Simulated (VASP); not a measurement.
# InP3 (R-3m) in VASP: a series of runs

InP3 is run at these levels: r2SCAN; tasks: single point.

Program: VASP 6.6.1. These are calculated values, not measurements. Logs are shortened: lines on timing, memory, paths and dates and some standing lists are left out, and cuts for length are marked.

**1. The cell of the first run**

It takes space group R-3m (No. 166, trigonal). Conventional cell: a = 7.333 Å, b = 7.333 Å, c = 9.896 Å, α = 90.00°, β = 90.00°, γ = 120.00°. In (site symmetry 3m) has 6 P at 2.61 to 2.86 Å within 3.4 Å. Within 2.9 Å of P (site symmetry m) lie 2 P at 2.19 Å and 2 In at 2.61 to 2.86 Å.

**2. Single point, r2SCAN**

POSCAR reads:

```
InP3
1.0
    3.6663019921      2.1167404404      3.2987132011
   -3.6663019921      2.1167404404      3.2987132011
    0.0000000000     -4.2334808859      3.2987131979
In P
2 6
Direct
    0.2701100961      0.2701100961      0.2701100961
    0.7298899039      0.7298899039      0.7298899039
    0.7951893954      0.2451703667      0.7951893954
    0.7951893954      0.7951893954      0.2451703667
    0.2451703667      0.7951893954      0.7951893954
    0.2048106046      0.7548296333      0.2048106046
    0.7548296333      0.2048106046      0.2048106046
    0.2048106046      0.2048106046      0.7548296333
```

INCAR.step1 reads:

```
PREC = Accurate ; ENCUT = 520
ISMEAR = -1 ; SIGMA = 0.1
LREAL = F ; LASPH = T
NELM = 80 ; NBANDS = 38
GGA = PE ; ALGO = Normal
EDIFF = 1E-4 ; LWAVE = T
LCHARG = F
```

INCAR.step2 reads:

```
PREC = Accurate ; ENCUT = 520
EDIFF = 1E-6 ; ISMEAR = -1
SIGMA = 0.1 ; LREAL = F
LASPH = T ; NELM = 80
ALGO = Normal ; ISIF = 2
LWAVE = F ; LCHARG = F
METAGGA = R2SCAN ; LMIXTAU = T
NBANDS = 38 ; ISTART = 1
```

KPOINTS reads:

```
regular mesh
0
Gamma
  6 6 6
```

Potentials or basis: VASP PAW PBE potentials, release 64 (In_d, P).

Run with:

```bash
$ cat potpaw_PBE.64/In_d/POTCAR potpaw_PBE.64/P/POTCAR > POTCAR
$ cp INCAR.step1 INCAR
$ mpirun -np 1 vasp_std > vasp.out
$ cp INCAR.step2 INCAR
$ mpirun -np 1 vasp_std > vasp.out
```

OUTCAR:

```text
PREC = Accurate
   ENCUT = 520
   EDIFF = 1E-6
   ISMEAR = -1
   LREAL = F
   LASPH = T
   NELM = 80
   ISIF = 2
   METAGGA = R2SCAN
   ISTART = 1

 ion  position               nearest neighbor table
   1  0.270  0.270  0.270-   6 2.61   7 2.61   8 2.61   6 2.86   7 2.86   8 2.86
   2  0.730  0.730  0.730-   3 2.61   5 2.61   4 2.61   3 2.86   5 2.86   4 2.86
   3  0.795  0.245  0.795-   8 2.19   7 2.19   2 2.61   2 2.86
   4  0.795  0.795  0.245-   6 2.19   7 2.19   2 2.61   2 2.86
   5  0.245  0.795  0.795-   8 2.19   6 2.19   2 2.61   2 2.86
   6  0.205  0.755  0.205-   4 2.19   5 2.19   1 2.61   1 2.86
   7  0.755  0.205  0.205-   4 2.19   3 2.19   1 2.61   1 2.86
   8  0.205  0.205  0.755-   3 2.19   5 2.19   1 2.61   1 2.86

  LATTYP: Found a trigonal (rhomboedric) cell.
 ALAT       =     5.3669236227
 COS(alpha) =     0.0666691189

  Lattice vectors:

 A1 = (   3.6663019921,   2.1167404404,   3.2987132011)
 A2 = (  -3.6663019921,   2.1167404404,   3.2987132011)
 A3 = (   0.0000000000,  -4.2334808859,   3.2987131979)

Analysis of symmetry for initial positions (statically):
=====================================================================
 Subroutine PRICEL returns:
 Original cell was already a primitive cell.

 Routine SETGRP: Setting up the symmetry group for a
 trigonal (rhombohedral) supercell.

 Subroutine GETGRP returns: Found 12 space group operations
 (whereof 12 operations were pure point group operations)
 out of a pool of 12 trial point group operations.

The static configuration has the point symmetry D_3d.

Analysis of symmetry for dynamics (positions and initial velocities):
=====================================================================
 Subroutine PRICEL returns:
 Original cell was already a primitive cell.

 Routine SETGRP: Setting up the symmetry group for a
 trigonal (rhombohedral) supercell.

 Subroutine GETGRP returns: Found 12 space group operations
 (whereof 12 operations were pure point group operations)
 out of a pool of 12 trial point group operations.

The dynamic configuration has the point symmetry D_3d.

 Subroutine INISYM returns: Found 12 space group operations
 (whereof 12 operations are pure point group operations),
 and found     1 'primitive' translations

----------------------------------------------------------------------------------------

                                     Primitive cell

  volume of cell :     153.6002

  direct lattice vectors                    reciprocal lattice vectors
     3.666301992  2.116740440  3.298713201     0.136377200  0.078737413  0.101049504
    -3.666301992  2.116740440  3.298713201    -0.136377200  0.078737413  0.101049504
     0.000000000 -4.233480886  3.298713198     0.000000000 -0.157474826  0.101049504

  length of vectors
     5.366923623  5.366923623  5.366923623     0.187107785  0.187107785  0.187107785

  position of ions in fractional coordinates (direct lattice)
     0.270110096  0.270110096  0.270110096
     0.729889904  0.729889904  0.729889904
     0.795189395  0.245170367  0.795189395
     0.795189395  0.795189395  0.245170367
     0.245170367  0.795189395  0.795189395
     0.204810605  0.754829633  0.204810605
     0.754829633  0.204810605  0.204810605
     0.204810605  0.204810605  0.754829633

  ion indices of the primitive-cell ions
   primitive index   ion index
                 1           1
                 2           2
                 3           3
                 4           4
                 5           5
                 6           6
                 7           7
                 8           8

----------------------------------------------------------------------------------------

 KPOINTS: regular mesh

Automatic generation of k-mesh.
 Grid dimensions read from file:
 generate k-points for:    6    6    6

 Generating k-lattice:

  Cartesian coordinates                     Fractional coordinates (reciprocal lattice)
     0.022729533  0.013122902  0.016841584     0.166666667  0.000000000 -0.000000000
    -0.022729533  0.013122902  0.016841584     0.000000000  0.166666667 -0.000000000
     0.000000000 -0.026245804  0.016841584    -0.000000000 -0.000000000  0.166666667

  Length of vectors
     0.031184631  0.031184631  0.031184631

  Shift w.r.t. Gamma in fractional coordinates (k-lattice)
     0.000000000  0.000000000  0.000000000

 Subroutine IBZKPT returns following result:
 ===========================================

 Found     32 irreducible k-points:

 Following reciprocal coordinates:
            Coordinates               Weight
  0.000000  0.000000  0.000000      1.000000
  0.166667  0.000000  0.000000      6.000000
  0.333333  0.000000  0.000000      6.000000
  0.500000  0.000000  0.000000      3.000000
  0.166667  0.166667  0.000000      6.000000
  0.333333  0.166667  0.000000     12.000000
[... 16 lines left out ...]
  0.500000  0.500000  0.166667      6.000000
 -0.333333  0.500000  0.166667     12.000000
 [... further k-points ...]
   k-points           NKPTS =     32   k-points in BZ     NKDIM =     32   number of bands    NBANDS=     38
   number of dos      NEDOS =    301   number of ions     NIONS =      8
   total plane-waves  NPLWV =  64000
   dimension x,y,z NGX =    40 NGY =   40 NGZ =   40
   dimension x,y,z NGXF=    80 NGYF=   80 NGZF=   80
   ions per type =               2   6
   NGX,Y,Z   is equivalent  to a cutoff of  12.39, 12.39, 12.39 a.u.
   NGXF,Y,Z  is equivalent  to a cutoff of  24.78, 24.78, 24.78 a.u.
 SYSTEM =  unknown system
   PREC   = accura    normal or accurate (medium, high low for compatibility)
   ISTART =      1    job   : 0-new  1-cont  2-samecut
   ICHARG =      0    charge: 1-file 2-atom 10-const
   ISPIN  =      1    spin polarized calculation?
   LNONCOLLINEAR =      F non collinear calculations
   LSORBIT =      F    spin-orbit coupling
   LASPH  =      T    aspherical Exc in radial PAW
   ENCUT  =  520.0 eV  38.22 Ry    6.18 a.u.   9.98  9.98  9.98*2*pi/ulx,y,z
   NELM   =     80;   NELMIN=  2; NELMDL=  0     # of ELM steps
   EDIFF  = 0.1E-05   stopping-criterion for ELM
   LREAL  =      F    real-space projection
   EDIFFG = 0.1E-04   stopping-criterion for IOM
   NSW    =      0    number of steps for IOM
   IBRION =     -1    ionic relax: 0-MD 1-quasi-New 2-CG
   NFREE  =      0    steps in history (QN), initial steepest desc. (CG)
   ISIF   =      2    stress and relaxation
   ISYM   =      2    0-nonsym 1-usesym 2-fastsym
   POTIM  = 0.5000    time-step for ionic-motion
   TEBEG  =    0.0;   TEEND  =   0.0 temperature during run
   PSTRESS=    0.0 pullay stress
   NELECT =      56.0000    total number of electrons
   NUPDOWN=      -1.0000    fix difference up-down
   EMIN   =  10.00;   EMAX   =-10.00  energy-range for DOS
   EFERMI =   0.00;   METHOD = LEGACY
   ISMEAR =    -1;   SIGMA  =   0.10  broadening in eV -4-tet -1-fermi 0-gaus
   EFERMI_NEDOS =   21; number of points for ismear=-14 and -15
   IALGO  =     38    algorithm
   IMIX   =      4    mixing-type and parameters
     AMIX     =   0.40;   BMIX     =  1.00
     AMIX_MAG =   1.60;   BMIX_MAG =  1.00
  volume/ion in A,a.u.               =      19.20       129.57
  Fermi-wavevector in a.u.,A,eV,Ry     =   1.169518  2.210069 18.609677  1.367773
  Thomas-Fermi vector in A             =   2.305990
   LORBIT       =      0    0 simple, 1 ext, 2 COOP (PROOUT), +10 PAW based schemes
   METAGGA = R2SCAN    functional components
   LHFCALC =     F    Hartree Fock is set to
   AEXX    =    0.0000 exact exchange contribution
   IVDW    =     0    specifies the selected vdW correction
   LEPSILON=     F    determine dielectric tensor
   LRPA    =     F    only Hartree local field effects (RPA)
 non-spin polarized calculation
  energy-cutoff  :      520.00
  volume of cell :      153.60
 maximum number of plane-waves:      4194
   NGX = 19   NGY = 19   NGZ = 19

 number of electron      55.9999993 magnetization

 Free energy of the ion-electron system (eV)
  ---------------------------------------------------
  ext. energy  EPLUGINS =         0.00000000
  ---------------------------------------------------
  free energy    TOTEN  =      -100.05059880 eV

  energy without entropy =     -100.01982952  energy(sigma->0) =     -100.03521416

 E-fermi :   7.1426     XC(G=0): -10.8760

 val. band max:        7.1295624534   @ k =   0.5000   0.5000   0.3333
 cond. band min:       7.2514111146   @ k =   0.0000   0.0000   0.0000
 fundamental gap:      0.1218486612
 Fermi energy:         7.1425933677

 k-point     1 :       0.0000    0.0000    0.0000
  band No.  band energies     occupation
      1      -8.0927      2.00000
      2      -8.0927      2.00000
      3      -8.0650      2.00000
      4      -7.9135      2.00000
      5      -7.9135      2.00000
      6      -7.7840      2.00000
[... 30 lines left out ...]
     37      13.8752      0.00000
     38      14.7883      0.00000

 k-point     2 :       0.1667    0.0000    0.0000
  band No.  band energies     occupation
      1      -8.1559      2.00000
      2      -8.0804      2.00000
      3      -7.9293      2.00000
      4      -7.9206      2.00000
      5      -7.8889      2.00000
      6      -7.7851      2.00000
[... 30 lines left out ...]
     37      13.1009      0.00000
     38      13.9756      0.00000

 k-point     3 :       0.3333    0.0000    0.0000
  band No.  band energies     occupation
      1      -8.1718      2.00000
      2      -8.0513      2.00000
      3      -7.9395      2.00000
      4      -7.9081      2.00000
      5      -7.8076      2.00000
      6      -7.7882      2.00000
[... 30 lines left out ...]
     37      13.0522      0.00000
[... 781 lines left out ...]
 k-point    23 :       0.5000    0.5000    0.1667
  band No.  band energies     occupation
      1      -8.1100      2.00000
      2      -7.9424      2.00000
      3      -7.8963      2.00000
      4      -7.8814      2.00000
      5      -7.8441      2.00000
      6      -7.7831      2.00000
[... 30 lines left out ...]
     37      11.9694      0.00000
     38      12.0591      0.00000

 k-point    24 :      -0.3333    0.5000    0.1667
  band No.  band energies     occupation
      1      -8.1333      2.00000
      2      -7.9457      2.00000
      3      -7.9155      2.00000
      4      -7.8883      2.00000
      5      -7.8198      2.00000
      6      -7.7864      2.00000
[... 30 lines left out ...]
     37      12.1500      0.00000
     38      12.3908      0.00000

 [... further k-points ...]

------------------------ aborting loop because EDIFF is reached ----------------------------------------

  FORCE on cell =-STRESS in cart. coord.  units (eV):
  Direction    XX          YY          ZZ          XY          YZ          ZX
  --------------------------------------------------------------------------------------
  -------------------------------------------------------------------------------------
  Total        4.4782207      4.4782207      2.7311951      0.0000000      0.0000000      0.0000000
  in kB       46.7115658     46.7115658     28.4886365      0.0000000      0.0000000      0.0000000
  external PRESSURE =      40.6372560 kB  Pullay stress =       0.0000000 kB

 VOLUME and BASIS-vectors are now :
 -----------------------------------------------------------------------------
  energy-cutoff  :      520.00
  volume of cell :      153.60
      direct lattice vectors                 reciprocal lattice vectors
     3.666301992  2.116740440  3.298713201     0.136377200  0.078737413  0.101049504
    -3.666301992  2.116740440  3.298713201    -0.136377200  0.078737413  0.101049504
     0.000000000 -4.233480886  3.298713198     0.000000000 -0.157474826  0.101049504

 POSITION                                       TOTAL-FORCE (eV/Angst)
 -----------------------------------------------------------------------------------
      0.00000     -0.00000      2.67305        -0.000000     -0.000000      0.021166
      0.00000     -0.00000      7.22309        -0.000000      0.000000     -0.021166
      2.01654     -1.16425      6.05495         0.046120     -0.026627      0.088675
      0.00000      2.32850      6.05495        -0.000000      0.053254      0.088675
     -2.01654     -1.16425      6.05495        -0.046120     -0.026627      0.088675
     -2.01654      1.16425      3.84119        -0.046120      0.026627     -0.088675
      2.01654      1.16425      3.84119         0.046120      0.026627     -0.088675
      0.00000     -2.32850      3.84119        -0.000000     -0.053254     -0.088675
 -----------------------------------------------------------------------------------
    total drift:                               -0.000000      0.000000     -0.000000

  FREE ENERGIE OF THE ION-ELECTRON SYSTEM (eV)
  ---------------------------------------------------
  free  energy   TOTEN  =      -100.0505987960 eV

  energy  without entropy=     -100.0198295238  energy(sigma->0) =     -100.03521416
```

Run time: 8.1 min. Hardware: 1 thread of Intel Xeon 8259CL, shared host; peak memory 0.35 GiB.

Results:

```
Free energy            : -100.0506 eV
Pressure               : 4.1 GPa
Largest force          : 0.103 eV/Å
Band gap on the k mesh : zero (bands 28 and 29 overlap by 0.45 eV)
```

Forces on the atoms (eV/Å):
```
In   0.000  0.000  0.021
In   0.000  0.000 -0.021
P    0.046 -0.027  0.089
P    0.000  0.053  0.089
P   -0.046 -0.027  0.089
P   -0.046  0.027 -0.089
P    0.046  0.027 -0.089
P    0.000 -0.053 -0.089
```

Caveat: the cell stands under pressure; semilocal functionals underestimate gaps, so a narrow gap can read as zero; the PAW data sets were made with another functional, which shifts forces and pressure a little; spin-orbit coupling is left out, which moves the levels of the heavy elements.

(Continued in part 2 of 3.)
